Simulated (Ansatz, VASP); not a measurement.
Al in VASP and in Ansatz

```
CELL_PARAMETERS angstrom
-1.42632 1.46007 1.98886
1.42632 -1.46007 1.98886
1.42632 1.46007 -1.98886
ATOMIC_POSITIONS crystal
Al 0.50000 0.50000 0.00000
```

Change from the starting cell: the structure that the rattled cell fell into.

Alike in both runs: task single point; functional PBE; k mesh 8 × 8 × 8; occupations gaussian, width 0.1 eV; no spin polarisation.

|  | VASP | Ansatz |
| --- | --- | --- |
| version | VASP 6.6.1 | Ansatz 0.2.0 |
| potentials or method | VASP PAW PBE potentials, release 64 (Al), cutoff 520 eV | scalar-relativistic, plane waves, PAW |
| valence electrons in the cell | 3 | 3 |

```csv
,VASP,Ansatz,Ansatz less VASP
gap on the k mesh at the Fermi level (eV),none,none,-
pressure (GPa),-0.3,-0.2,+0.04
"traceless stress, the component that is largest in VASP (GPa)",2.49,2.49,-0.003
```

A gap of «none» marks a metal or a gap that the smearing closes.

The k mesh is coarse, so the values compare programs but aren't converged.
